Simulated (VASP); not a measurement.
# TiN (dq13) (Fm-3m) in VASP: vibrations by perturbation theory with LDA

Aim: the vibrations by perturbation theory of TiN (dq13) with LDA.

All numbers are computed with VASP 6.6.1; they aren't measurements. Logs are shortened: lines on timing, memory, paths and dates and some standing lists are left out, and cuts for length are marked.

**1. The cell of the first run**

The structure is cubic, space group Fm-3m (No. 225). The conventional cell has a = 4.173 Å, b = 4.173 Å, c = 4.173 Å, α = 90.00°, β = 90.00°, γ = 90.00°. Ti (site symmetry m-3m) has 6 N at 2.09 Å within 2.8 Å. N (site symmetry m-3m) has 6 Ti at 2.09 Å within 2.8 Å.

**2. Vibrations by perturbation theory, LDA**

INCAR

```
SYSTEM = TiN
PREC = Accurate
ENCUT = 600
EDIFF = 1E-8
ISMEAR = -1
SIGMA = 0.15
LREAL = .FALSE.
LASPH = .TRUE.
NELM = 120
ALGO = Normal
ISIF = 2
LWAVE = .FALSE.
LCHARG = .FALSE.
NBANDS = 16
IBRION = 8
NSW = 1
GGA_COMPAT = .FALSE.
```

KPOINTS

```
regular mesh
0
G
  16 16 16
  0 0 0
```

POSCAR

```
TiN
1.0
    0.0000000000      2.0865879594      2.0865879594
    2.0865879594      0.0000000000      2.0865879594
    2.0865879594      2.0865879594      0.0000000000
Ti N
1 1
Direct
    0.0000000000      0.0000000000      0.0000000000
    0.5000000000      0.5000000000      0.5000000000
```

Potentials or basis: VASP PAW LDA potentials, release 64 (Ti_sv, N).

The run is started by

```sh
$ cat potpaw_LDA.64/Ti_sv/POTCAR potpaw_LDA.64/N/POTCAR > POTCAR
$ mpirun -np 1 vasp_std > vasp.out
```

OUTCAR:

```text
SYSTEM = TiN
   PREC = Accurate
   ENCUT = 600
   EDIFF = 1E-8
   ISMEAR = -1
   LREAL = .FALSE.
   LASPH = .TRUE.
   NELM = 120
   ISIF = 2
   IBRION = 8
   NSW = 1

 ion  position               nearest neighbor table
   1  0.000  0.000  0.000-   2 2.09   2 2.09   2 2.09   2 2.09   2 2.09   2 2.09
   2  0.500  0.500  0.500-   1 2.09   1 2.09   1 2.09   1 2.09   1 2.09   1 2.09

  LATTYP: Found a face centered cubic cell.
 ALAT       =     4.1731759188

  Lattice vectors:

 A1 = (   0.0000000000,   2.0865879594,   2.0865879594)
 A2 = (   2.0865879594,   0.0000000000,   2.0865879594)
 A3 = (   2.0865879594,   2.0865879594,   0.0000000000)

Analysis of symmetry for initial positions (statically):
=====================================================================
 Subroutine PRICEL returns:
 Original cell was already a primitive cell.

 Routine SETGRP: Setting up the symmetry group for a
 face centered cubic supercell.

 Subroutine GETGRP returns: Found 48 space group operations
 (whereof 48 operations were pure point group operations)
 out of a pool of 48 trial point group operations.

The static configuration has the point symmetry O_h .

Analysis of symmetry for dynamics (positions and initial velocities):
=====================================================================
 Subroutine PRICEL returns:
 Original cell was already a primitive cell.

 Routine SETGRP: Setting up the symmetry group for a
 face centered cubic supercell.

 Subroutine GETGRP returns: Found 48 space group operations
 (whereof 48 operations were pure point group operations)
 out of a pool of 48 trial point group operations.

The dynamic configuration has the point symmetry O_h .

 Subroutine INISYM returns: Found 48 space group operations
 (whereof 48 operations are pure point group operations),
 and found     1 'primitive' translations

----------------------------------------------------------------------------------------

                                     Primitive cell

  volume of cell :      18.1694

  direct lattice vectors                    reciprocal lattice vectors
     0.000000000  2.086587959  2.086587959    -0.239625652  0.239625652  0.239625652
     2.086587959  0.000000000  2.086587959     0.239625652 -0.239625652  0.239625652
     2.086587959  2.086587959  0.000000000     0.239625652  0.239625652 -0.239625652

  length of vectors
     2.950880991  2.950880991  2.950880991     0.415043804  0.415043804  0.415043804

  position of ions in fractional coordinates (direct lattice)
     0.000000000  0.000000000  0.000000000
     0.500000000  0.500000000  0.500000000

  ion indices of the primitive-cell ions
   primitive index   ion index
                 1           1
                 2           2

----------------------------------------------------------------------------------------

 KPOINTS: regular mesh

Automatic generation of k-mesh.
 Grid dimensions read from file:
 generate k-points for:   16   16   16

 Generating k-lattice:

  Cartesian coordinates                     Fractional coordinates (reciprocal lattice)
    -0.014976603  0.014976603  0.014976603     0.062500000  0.000000000  0.000000000
     0.014976603 -0.014976603  0.014976603     0.000000000  0.062500000  0.000000000
     0.014976603  0.014976603 -0.014976603     0.000000000  0.000000000  0.062500000

  Length of vectors
     0.025940238  0.025940238  0.025940238

  Shift w.r.t. Gamma in fractional coordinates (k-lattice)
     0.000000000  0.000000000  0.000000000

 Subroutine IBZKPT returns following result:
 ===========================================

 Found    145 irreducible k-points:

 Following reciprocal coordinates:
            Coordinates               Weight
  0.000000  0.000000  0.000000      1.000000
  0.062500  0.000000  0.000000      8.000000
  0.125000  0.000000  0.000000      8.000000
  0.187500  0.000000  0.000000      8.000000
  0.250000  0.000000  0.000000      8.000000
  0.312500  0.000000  0.000000      8.000000
[... 16 lines left out ...]
 -0.125000  0.062500  0.000000     24.000000
 -0.062500  0.062500  0.000000     12.000000
 [... further k-points ...]
   k-points           NKPTS =    145   k-points in BZ     NKDIM =    145   number of bands    NBANDS=     16
   number of dos      NEDOS =    301   number of ions     NIONS =      2
   total plane-waves  NPLWV =  13824
   dimension x,y,z NGX =    24 NGY =   24 NGZ =   24
   dimension x,y,z NGXF=    48 NGYF=   48 NGZF=   48
   ions per type =               1   1
   NGX,Y,Z   is equivalent  to a cutoff of  13.52, 13.52, 13.52 a.u.
   NGXF,Y,Z  is equivalent  to a cutoff of  27.04, 27.04, 27.04 a.u.
 SYSTEM =  TiN
   PREC   = accura    normal or accurate (medium, high low for compatibility)
   ISTART =      0    job   : 0-new  1-cont  2-samecut
   ICHARG =      2    charge: 1-file 2-atom 10-const
   ISPIN  =      1    spin polarized calculation?
   LNONCOLLINEAR =      F non collinear calculations
   LSORBIT =      F    spin-orbit coupling
   LASPH  =      T    aspherical Exc in radial PAW
   ENCUT  =  600.0 eV  44.10 Ry    6.64 a.u.   5.89  5.89  5.89*2*pi/ulx,y,z
   NELM   =    120;   NELMIN=  2; NELMDL= -5     # of ELM steps
   EDIFF  = 0.1E-07   stopping-criterion for ELM
   LREAL  =      F    real-space projection
   EDIFFG = 0.1E-06   stopping-criterion for IOM
   NSW    =      1    number of steps for IOM
   IBRION =      8    ionic relax: 0-MD 1-quasi-New 2-CG
   NFREE  =      0    steps in history (QN), initial steepest desc. (CG)
   ISIF   =      2    stress and relaxation
   ISYM   =      2    0-nonsym 1-usesym 2-fastsym
   POTIM  = 0.5000    time-step for ionic-motion
   TEBEG  =    0.0;   TEEND  =   0.0 temperature during run
   PSTRESS=    0.0 pullay stress
   NELECT =      17.0000    total number of electrons
   NUPDOWN=      -1.0000    fix difference up-down
   EMIN   =  10.00;   EMAX   =-10.00  energy-range for DOS
   EFERMI =   0.00;   METHOD = LEGACY
   ISMEAR =    -1;   SIGMA  =   0.15  broadening in eV -4-tet -1-fermi 0-gaus
   EFERMI_NEDOS =   21; number of points for ismear=-14 and -15
   IALGO  =     38    algorithm
   IMIX   =      4    mixing-type and parameters
     AMIX     =   0.40;   BMIX     =  1.00
     AMIX_MAG =   1.60;   BMIX_MAG =  1.00
  volume/ion in A,a.u.               =       9.08        61.31
  Fermi-wavevector in a.u.,A,eV,Ry     =   1.601196  3.025821 34.882998  2.563828
  Thomas-Fermi vector in A             =   2.698212
   LORBIT       =      0    0 simple, 1 ext, 2 COOP (PROOUT), +10 PAW based schemes
   GGA     = CA    functional components
   LHFCALC =     F    Hartree Fock is set to
   AEXX    =    0.0000 exact exchange contribution
   IVDW    =     0    specifies the selected vdW correction
   LEPSILON=     F    determine dielectric tensor
   LRPA    =     F    only Hartree local field effects (RPA)
 non-spin polarized calculation
  energy-cutoff  :      600.00
  volume of cell :       18.17
 maximum number of plane-waves:       620
   NGX = 11   NGY = 11   NGZ = 11

--------------------------------------- Ionic step        1  -------------------------------------------

 number of electron      16.9999996 magnetization

 Free energy of the ion-electron system (eV)
  ---------------------------------------------------
  ext. energy  EPLUGINS =         0.00000000
  ---------------------------------------------------
  free energy    TOTEN  =       -21.70159248 eV

  energy without entropy =      -21.64363070  energy(sigma->0) =      -21.67261159

 E-fermi :  11.8311     XC(G=0): -13.6408

 val. band max:       11.8309943817   @ k =   0.1250   0.0000   0.0000
 cond. band min:      11.8347044577   @ k =  -0.3750   0.4375   0.1875
 fundamental gap:      0.0037100760
 Fermi energy:        11.8310680138

 k-point     1 :       0.0000    0.0000    0.0000
  band No.  band energies     occupation
      1     -45.2176      2.00000
      2     -21.5344      2.00000
      3     -21.5344      2.00000
      4     -21.5344      2.00000
      5      -5.2735      2.00000
      6       9.7942      2.00000
[... 8 lines left out ...]
     15      25.1790      0.00000
     16      32.3197      0.00000
[... 420 lines left out ...]
  band No.  band energies     occupation
      1     -45.2050      2.00000
      2     -21.6114      2.00000
      3     -21.5539      2.00000
      4     -21.5354      2.00000
      5      -5.0521      2.00000
      6       8.6708      2.00000
[... 8 lines left out ...]
     15      25.3789      0.00000
     16      31.5633      0.00000

 [... further k-points ...]
[... 5 lines left out ...]
  --------------------------------------------------------------------------------------
  -------------------------------------------------------------------------------------
  Total        0.1107576      0.1107576      0.1107576      0.0000000     -0.0000000     -0.0000000
  in kB        9.7666130      9.7666130      9.7666130      0.0000000     -0.0000000     -0.0000000
  external PRESSURE =       9.7666130 kB  Pullay stress =       0.0000000 kB

 VOLUME and BASIS-vectors are now :
 -----------------------------------------------------------------------------
  energy-cutoff  :      600.00
  volume of cell :       18.17
      direct lattice vectors                 reciprocal lattice vectors
     0.000000000  2.086587959  2.086587959    -0.239625652  0.239625652  0.239625652
     2.086587959  0.000000000  2.086587959     0.239625652 -0.239625652  0.239625652
     2.086587959  2.086587959  0.000000000     0.239625652  0.239625652 -0.239625652

 POSITION                                       TOTAL-FORCE (eV/Angst)
 -----------------------------------------------------------------------------------
      0.00000      0.00000      0.00000        -0.000000      0.000000     -0.000000
      2.08659      2.08659      2.08659         0.000000     -0.000000      0.000000
 -----------------------------------------------------------------------------------
    total drift:                                0.000000     -0.000000     -0.000000

  FREE ENERGIE OF THE ION-ELECTRON SYSTEM (eV)
  ---------------------------------------------------
  free  energy   TOTEN  =       -21.7015924757 eV

  energy  without entropy=      -21.6436307020  energy(sigma->0) =      -21.67261159

[... ionic steps 2 to 3 ...]

--------------------------------------- Ionic step        4  -------------------------------------------

------------------------ aborting loop because EDIFF is reached ----------------------------------------

[... ionic steps 5 to 6 ...]

--------------------------------------- Ionic step        7  -------------------------------------------

 Free energy of the ion-electron system (eV)
  ---------------------------------------------------
  ---------------------------------------------------
  free energy    TOTEN  =        -0.22867701 eV

  energy without entropy =       -0.22867701

------------------------ aborting loop because EDIFF is reached ----------------------------------------

 INTERNAL STRAIN TENSOR  FOR ION    2  DIRECTION 1   (eV/Angst):
 -----------------------------------------------------------------------------
     0.02917  0.00000 -0.00000
    -0.00000 -0.01512 -0.00000
    -0.00000 -0.00000 -0.01512

 INTERNAL STRAIN TENSOR FOR ION    2 for displacements in x,y,z  (eV/Angst):
          X           Y           Z          XY          YZ          ZX
  --------------------------------------------------------------------------------
  x     0.00000     0.00000     0.00000     0.00000     0.00000     0.00000
  y     0.00000     0.00000     0.00000     0.00000     0.00000     0.00000
  z     0.00000     0.00000     0.00000     0.00000     0.00000     0.00000

 SECOND DERIVATIVES (NOT SYMMETRIZED)
 ------------------------------------
               1X          1Y          1Z          2X          2Y          2Z
  1X   -12.107185    0.000000    0.000000   12.107185    0.000000    0.000000
  1Y     0.000000  -12.107185    0.000000    0.000000   12.107185    0.000000
  1Z     0.000000    0.000000  -12.107185    0.000000    0.000000   12.107185
  2X    12.121878    0.000000    0.000000  -12.121878    0.000000    0.000000
  2Y     0.000000   12.121878    0.000000    0.000000  -12.121878    0.000000
  2Z     0.000000    0.000000   12.121878    0.000000    0.000000  -12.121878

 Eigenvectors and eigenvalues of the dynamical matrix
 ----------------------------------------------------

   1 f  =   16.534772 THz   103.891034 2PiTHz  551.540611 cm-1    68.382290 meV
             X         Y         Z           dx          dy          dz
      0.000000  0.000000  0.000000    -0.012289   -0.473868    0.036638
      2.086588  2.086588  2.086588     0.022739    0.876837   -0.067794

   2 f  =   16.534772 THz   103.891034 2PiTHz  551.540611 cm-1    68.382290 meV
             X         Y         Z           dx          dy          dz
      0.000000  0.000000  0.000000    -0.000858    0.036672    0.474024
      2.086588  2.086588  2.086588     0.001587   -0.067857   -0.877125
[... 11 lines left out ...]
   5 f/i=    0.004194 THz     0.026353 2PiTHz    0.139901 cm-1     0.017346 meV
             X         Y         Z           dx          dy          dz
      0.000000  0.000000  0.000000     0.155834    0.801192   -0.328272
      2.086588  2.086588  2.086588     0.084217    0.432988   -0.177408

   6 f/i=    0.004194 THz     0.026353 2PiTHz    0.139901 cm-1     0.017346 meV
             X         Y         Z           dx          dy          dz
      0.000000  0.000000  0.000000     0.864466   -0.162721    0.013227
      2.086588  2.086588  2.086588     0.467183   -0.087939    0.007148

--------------------------------------------------------------------------------------------------------

 ELASTIC MODULI CONTR FROM IONIC RELAXATION (kBar)
 Direction    XX          YY          ZZ          XY          YZ          ZX
 --------------------------------------------------------------------------------
 XX           0.0000      0.0000      0.0000      0.0000      0.0000      0.0000
 YY           0.0000      0.0000      0.0000      0.0000      0.0000      0.0000
 ZZ           0.0000      0.0000      0.0000      0.0000      0.0000      0.0000
 XY           0.0000      0.0000      0.0000      0.0000      0.0000      0.0000
 YZ           0.0000      0.0000      0.0000      0.0000      0.0000      0.0000
 ZX           0.0000      0.0000      0.0000      0.0000      0.0000      0.0000
 --------------------------------------------------------------------------------
```

It took 4.5 min on 1 thread of Intel Xeon 6975P-C, shared host; peak memory 0.41 GiB.

What came out:

```
Highest phonon frequency at Γ, LO-TO splitting left out : 552 cm⁻¹
```

Phonon frequencies in cm⁻¹ (negative: imaginary):
| q point | frequencies |
| --- | --- |
| (0.000, 0.000, 0.000) | 0 0 0 552 552 552 |
